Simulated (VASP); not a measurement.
Here is a VASP 6.6.1 calculation.

The input INCAR:

```
SYSTEM = Te
PREC = Accurate
ENCUT = 520
EDIFF = 1E-7
ISMEAR = -1
SIGMA = 0.02
LREAL = .FALSE.
LASPH = .TRUE.
NELM = 100
ALGO = Normal
ISIF = 2
LWAVE = .FALSE.
LCHARG = .FALSE.
GGA = PS
NBANDS = 9
```

File KPOINTS:

```
Automatic mesh
0
G
  9 9 9
  0 0 0
```

Contents of POSCAR:

```
Te
1.0
    1.9038353637      1.9038353637      1.9038353637
   -1.9038353637      1.9038353637      1.9038353637
   -1.9038353637     -1.9038353637      1.9038353637
Te
1
Direct
    0.0000000000      0.0000000000      0.0000000000
```

Potentials or basis: VASP PAW PBE potentials, release 64 (Te).

Command:

```sh
$ cat potpaw_PBE.64/Te/POTCAR > POTCAR
$ mpirun -np 1 vasp_std > vasp.out
```

**Question.** Estimate the pressure.

**Answer.** -0.6 GPa.

**Question.** What does it give for the band gap on the k mesh?

**Answer.** Zero (band 3 reaches 11.30 eV, above the bottom of band 4 at 5.22 eV).

Caveat: the PAW data sets were made with another functional, which shifts forces and pressure a little; spin-orbit coupling is left out, which moves the levels of the heavy elements.
